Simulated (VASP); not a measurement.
# Ir (Fm-3m) in VASP: single point with r2SCAN

Aim: the single point of Ir with r2SCAN.

All numbers are computed with VASP 6.6.1; they aren't measurements. Logs are shortened: lines on timing, memory, paths and dates and some standing lists are left out, and cuts for length are marked.

## Step 1: The cell of the first run

Symmetry: Fm-3m, No. 225, cubic system. The conventional cell has a = 3.831 Å, b = 3.831 Å, c = 3.831 Å, α = 90.00°, β = 90.00°, γ = 90.00°. Within 3.6 Å of Ir (site symmetry m-3m) lie 12 Ir at 2.71 Å.

## Step 2: Single point, r2SCAN

The input, POSCAR:

```
Ir
1.0
    0.0000000000      1.9156000000      1.9156000000
    1.9156000000      0.0000000000      1.9156000000
    1.9156000000      1.9156000000      0.0000000000
Ir
1
Direct
    0.0000000000      0.0000000000      0.0000000000
```

The input, INCAR.step1:

```
ALGO = Normal
EDIFF = 1E-5
ENCUT = 550
GGA = PE
GGA_COMPAT = False
ISMEAR = -1
LASPH = True
LCHARG = False
LREAL = False
LWAVE = True
NBANDS = 10
NELM = 120
PREC = Accurate
SIGMA = 0.1
```

The input, INCAR.step2:

```
ALGO = Normal
EDIFF = 1E-6
ENCUT = 550
GGA_COMPAT = False
ISIF = 2
ISMEAR = -1
ISTART = 1
LASPH = True
LCHARG = False
LMIXTAU = True
LREAL = False
LWAVE = False
METAGGA = R2SCAN
NBANDS = 10
NELM = 120
PREC = Accurate
SIGMA = 0.1
```

The input, KPOINTS:

```
k-points
0
Gamma
  9 9 9
```

Potentials or basis: VASP PAW PBE potentials, release 64 (Ir).

Command:

```bash
$ cat potpaw_PBE.64/Ir/POTCAR > POTCAR
$ cp INCAR.step1 INCAR
$ mpirun -np 1 vasp_std > vasp.out
$ cp INCAR.step2 INCAR
$ mpirun -np 1 vasp_std > vasp.out
```

OUTCAR:

```text
EDIFF = 1E-6
   ENCUT = 550
   ISIF = 2
   ISMEAR = -1
   ISTART = 1
   LASPH = True
   LREAL = False
   METAGGA = R2SCAN
   NELM = 120
   PREC = Accurate

 ion  position               nearest neighbor table
   1  0.000  0.000  0.000-

  LATTYP: Found a face centered cubic cell.
 ALAT       =     3.8312000000

  Lattice vectors:

 A1 = (   0.0000000000,   1.9156000000,   1.9156000000)
 A2 = (   1.9156000000,   0.0000000000,   1.9156000000)
 A3 = (   1.9156000000,   1.9156000000,   0.0000000000)

Analysis of symmetry for initial positions (statically):
=====================================================================
 Subroutine PRICEL returns:
 Original cell was already a primitive cell.

 Routine SETGRP: Setting up the symmetry group for a
 face centered cubic supercell.

 Subroutine GETGRP returns: Found 48 space group operations
 (whereof 48 operations were pure point group operations)
 out of a pool of 48 trial point group operations.

The static configuration has the point symmetry O_h .

Analysis of symmetry for dynamics (positions and initial velocities):
=====================================================================
 Subroutine PRICEL returns:
 Original cell was already a primitive cell.

 Routine SETGRP: Setting up the symmetry group for a
 face centered cubic supercell.

 Subroutine GETGRP returns: Found 48 space group operations
 (whereof 48 operations were pure point group operations)
 out of a pool of 48 trial point group operations.

The dynamic configuration has the point symmetry O_h .

 Subroutine INISYM returns: Found 48 space group operations
 (whereof 48 operations are pure point group operations),
 and found     1 'primitive' translations

----------------------------------------------------------------------------------------

                                     Primitive cell

  volume of cell :      14.0587

  direct lattice vectors                    reciprocal lattice vectors
     0.000000000  1.915600000  1.915600000    -0.261014826  0.261014826  0.261014826
     1.915600000  0.000000000  1.915600000     0.261014826 -0.261014826  0.261014826
     1.915600000  1.915600000  0.000000000     0.261014826  0.261014826 -0.261014826

  length of vectors
     2.709067500  2.709067500  2.709067500     0.452090940  0.452090940  0.452090940

  position of ions in fractional coordinates (direct lattice)
     0.000000000  0.000000000  0.000000000

  ion indices of the primitive-cell ions
   primitive index   ion index
                 1           1

----------------------------------------------------------------------------------------

 KPOINTS: k-points

Automatic generation of k-mesh.
 Grid dimensions read from file:
 generate k-points for:    9    9    9

 Generating k-lattice:

  Cartesian coordinates                     Fractional coordinates (reciprocal lattice)
    -0.029001647  0.029001647  0.029001647     0.111111111  0.000000000  0.000000000
     0.029001647 -0.029001647  0.029001647     0.000000000  0.111111111  0.000000000
     0.029001647  0.029001647 -0.029001647     0.000000000  0.000000000  0.111111111

  Length of vectors
     0.050232327  0.050232327  0.050232327

  Shift w.r.t. Gamma in fractional coordinates (k-lattice)
     0.000000000  0.000000000  0.000000000

 Subroutine IBZKPT returns following result:
 ===========================================

 Found     35 irreducible k-points:

 Following reciprocal coordinates:
            Coordinates               Weight
  0.000000  0.000000  0.000000      1.000000
  0.111111  0.000000  0.000000      8.000000
  0.222222  0.000000  0.000000      8.000000
  0.333333  0.000000  0.000000      8.000000
  0.444444  0.000000  0.000000      8.000000
  0.111111  0.111111  0.000000      6.000000
[... 16 lines left out ...]
 -0.333333  0.333333  0.000000     12.000000
  0.444444  0.444444  0.000000      6.000000
 [... further k-points ...]
   k-points           NKPTS =     35   k-points in BZ     NKDIM =     35   number of bands    NBANDS=     10
   number of dos      NEDOS =    301   number of ions     NIONS =      1
   total plane-waves  NPLWV =  13824
   dimension x,y,z NGX =    24 NGY =   24 NGZ =   24
   dimension x,y,z NGXF=    48 NGYF=   48 NGZF=   48
   ions per type =               1
   NGX,Y,Z   is equivalent  to a cutoff of  14.73, 14.73, 14.73 a.u.
   NGXF,Y,Z  is equivalent  to a cutoff of  29.46, 29.46, 29.46 a.u.
 SYSTEM =  unknown system
   PREC   = accura    normal or accurate (medium, high low for compatibility)
   ISTART =      1    job   : 0-new  1-cont  2-samecut
   ICHARG =      0    charge: 1-file 2-atom 10-const
   ISPIN  =      1    spin polarized calculation?
   LNONCOLLINEAR =      F non collinear calculations
   LSORBIT =      F    spin-orbit coupling
   LASPH  =      T    aspherical Exc in radial PAW
   ENCUT  =  550.0 eV  40.42 Ry    6.36 a.u.   5.18  5.18  5.18*2*pi/ulx,y,z
   NELM   =    120;   NELMIN=  2; NELMDL=  0     # of ELM steps
   EDIFF  = 0.1E-05   stopping-criterion for ELM
   LREAL  =      F    real-space projection
   EDIFFG = 0.1E-04   stopping-criterion for IOM
   NSW    =      0    number of steps for IOM
   IBRION =     -1    ionic relax: 0-MD 1-quasi-New 2-CG
   NFREE  =      0    steps in history (QN), initial steepest desc. (CG)
   ISIF   =      2    stress and relaxation
   ISYM   =      2    0-nonsym 1-usesym 2-fastsym
   POTIM  = 0.5000    time-step for ionic-motion
   TEBEG  =    0.0;   TEEND  =   0.0 temperature during run
   PSTRESS=    0.0 pullay stress
   NELECT =       9.0000    total number of electrons
   NUPDOWN=      -1.0000    fix difference up-down
   EMIN   =  10.00;   EMAX   =-10.00  energy-range for DOS
   EFERMI =   0.00;   METHOD = LEGACY
   ISMEAR =    -1;   SIGMA  =   0.10  broadening in eV -4-tet -1-fermi 0-gaus
   EFERMI_NEDOS =   21; number of points for ismear=-14 and -15
   IALGO  =     38    algorithm
   IMIX   =      4    mixing-type and parameters
     AMIX     =   0.40;   BMIX     =  1.00
     AMIX_MAG =   1.60;   BMIX_MAG =  1.00
  volume/ion in A,a.u.               =      14.06        94.87
  Fermi-wavevector in a.u.,A,eV,Ry     =   1.410937  2.666284 27.085691  1.990742
  Thomas-Fermi vector in A             =   2.532839
   LORBIT       =      0    0 simple, 1 ext, 2 COOP (PROOUT), +10 PAW based schemes
   METAGGA = R2SCAN    functional components
   LHFCALC =     F    Hartree Fock is set to
   AEXX    =    0.0000 exact exchange contribution
   IVDW    =     0    specifies the selected vdW correction
   LEPSILON=     F    determine dielectric tensor
   LRPA    =     F    only Hartree local field effects (RPA)
 non-spin polarized calculation
  energy-cutoff  :      550.00
  volume of cell :       14.06
 maximum number of plane-waves:       424
 NGX is ok and might be reduce to    24
   NGX = 11   NGY = 11   NGZ = 11

 number of electron       9.0000000 magnetization

 Free energy of the ion-electron system (eV)
  ---------------------------------------------------
  ext. energy  EPLUGINS =         0.00000000
  ---------------------------------------------------
  free energy    TOTEN  =       -52.38846503 eV

  energy without entropy =      -52.36802670  energy(sigma->0) =      -52.37824587

 E-fermi :  10.1520     XC(G=0): -15.3767

 val. band max:       10.0443921411   @ k =   0.3333   0.0000   0.0000
 cond. band min:      10.2000418103   @ k =  -0.4444   0.4444   0.1111
 fundamental gap:      0.1556496692
 Fermi energy:        10.1519958630

 k-point     1 :       0.0000    0.0000    0.0000
  band No.  band energies     occupation
      1      -1.3152      2.00000
      2       6.2398      2.00000
      3       6.2398      2.00000
      4       6.2398      2.00000
      5       8.9883      1.99998
      6       8.9883      1.99998
      7      25.3881      0.00000
      8      31.2771      0.00000
      9      31.2771      0.00000
     10      31.2771      0.00000

 k-point     2 :       0.1111    0.0000    0.0000
  band No.  band energies     occupation
      1      -0.7513      2.00000
      2       5.9597      2.00000
      3       6.4678      2.00000
      4       6.4678      2.00000
      5       8.8595      2.00000
      6       8.8595      2.00000
      7      26.3193      0.00000
      8      29.0289      0.00000
      9      32.1935      0.00000
     10      32.1935      0.00000

 k-point     3 :       0.2222    0.0000    0.0000
  band No.  band energies     occupation
      1       0.6392      2.00000
      2       5.6371      2.00000
      3       6.7160      2.00000
      4       6.7160      2.00000
      5       9.0116      1.99998
      6       9.0116      1.99998
      7      25.7389      0.00000
      8      27.9157      0.00000
      9      34.5653      0.00000
     10      34.5653      0.00000

 k-point     4 :       0.3333    0.0000    0.0000
  band No.  band energies     occupation
      1       1.6794      2.00000
      2       6.4355      2.00000
      3       6.4355      2.00000
      4       6.6657      2.00000
      5      10.0444      1.49149
      6      10.0444      1.49149
      7      22.2520      0.00000
      8      26.6517      0.00000
      9      34.0703      0.00000
     10      34.0703      0.00000

 k-point     5 :       0.4444    0.0000    0.0000
  band No.  band energies     occupation
      1       1.8073      2.00000
      2       6.1321      2.00000
      3       6.1321      2.00000
      4       9.0211      1.99998
      5      11.0657      0.00022
      6      11.0657      0.00022
      7      18.7093      0.00000
      8      25.1852      0.00000
      9      31.5280      0.00000
     10      31.5280      0.00000

 k-point     6 :       0.1111    0.1111    0.0000
  band No.  band energies     occupation
      1      -0.5595      2.00000
      2       5.6805      2.00000
      3       6.6728      2.00000
      4       6.6728      2.00000
      5       8.3540      2.00000
      6       9.2108      1.99984
      7      26.6736      0.00000
      8      29.8601      0.00000
      9      31.4748      0.00000
     10      31.4748      0.00000
[... 183 lines left out ...]
 k-point    21 :       0.4444    0.3333    0.0000
  band No.  band energies     occupation
      1       2.5564      2.00000
      2       3.1902      2.00000
      3       8.1690      2.00000
      4       9.8025      1.94109
      5      11.3864      0.00001
      6      12.4270      0.00000
      7      22.2380      0.00000
      8      25.1440      0.00000
      9      25.6636      0.00000
     10      32.7635      0.00000

 k-point    22 :      -0.4444    0.3333    0.0000
  band No.  band energies     occupation
      1       2.8929      2.00000
      2       3.8276      2.00000
      3       7.4034      2.00000
      4       9.2790      1.99968
      5      11.2916      0.00002
      6      16.4718      0.00000
      7      18.1164      0.00000
      8      23.7129      0.00000
      9      26.1500      0.00000
     10      32.4474      0.00000

 k-point    23 :      -0.3333    0.3333    0.0000
  band No.  band energies     occupation
      1       3.5213      2.00000
      2       4.7255      2.00000
      3       6.2367      2.00000
      4       8.5634      2.00000
      5      10.3377      0.27011
      6      15.6869      0.00000
      7      20.6948      0.00000
      8      21.8465      0.00000
      9      29.0259      0.00000
     10      30.9665      0.00000

 k-point    24 :       0.4444    0.4444    0.0000
  band No.  band energies     occupation
      1       2.0801      2.00000
      2       2.6681      2.00000
      3      11.0644      0.00022
      4      11.2811      0.00002
      5      11.5525      0.00000
      6      11.5525      0.00000
      7      22.4932      0.00000
      8      23.1509      0.00000
      9      23.1509      0.00000
     10      32.5080      0.00000

 [... further k-points ...]

------------------------ aborting loop because EDIFF is reached ----------------------------------------

  FORCE on cell =-STRESS in cart. coord.  units (eV):
  Direction    XX          YY          ZZ          XY          YZ          ZX
  --------------------------------------------------------------------------------------
  -------------------------------------------------------------------------------------
  Total        0.5481441      0.5481441      0.5481441     -0.0000000     -0.0000000      0.0000000
  in kB       62.4684614     62.4684614     62.4684614     -0.0000000     -0.0000000      0.0000000
  external PRESSURE =      62.4684614 kB  Pullay stress =       0.0000000 kB

 VOLUME and BASIS-vectors are now :
 -----------------------------------------------------------------------------
  energy-cutoff  :      550.00
  volume of cell :       14.06
      direct lattice vectors                 reciprocal lattice vectors
     0.000000000  1.915600000  1.915600000    -0.261014826  0.261014826  0.261014826
     1.915600000  0.000000000  1.915600000     0.261014826 -0.261014826  0.261014826
     1.915600000  1.915600000  0.000000000     0.261014826  0.261014826 -0.261014826

 POSITION                                       TOTAL-FORCE (eV/Angst)
 -----------------------------------------------------------------------------------
      0.00000      0.00000      0.00000         0.000000      0.000000      0.000000
 -----------------------------------------------------------------------------------
    total drift:                                0.000000     -0.000000     -0.000000

  FREE ENERGIE OF THE ION-ELECTRON SYSTEM (eV)
  ---------------------------------------------------
  free  energy   TOTEN  =       -52.3884650316 eV

  energy  without entropy=      -52.3680267002  energy(sigma->0) =      -52.37824587
```

Wall time 34 s (1 thread of Intel Xeon 6975P-C, shared host); peak memory 0.15 GiB.

What came out:

```yaml
Free_energy: -52.3885 eV
Pressure: 6.2 GPa
```

Caveat: the PAW data sets were made with another functional, which shifts forces and pressure a little; spin-orbit coupling is left out, which moves the levels of the heavy elements.
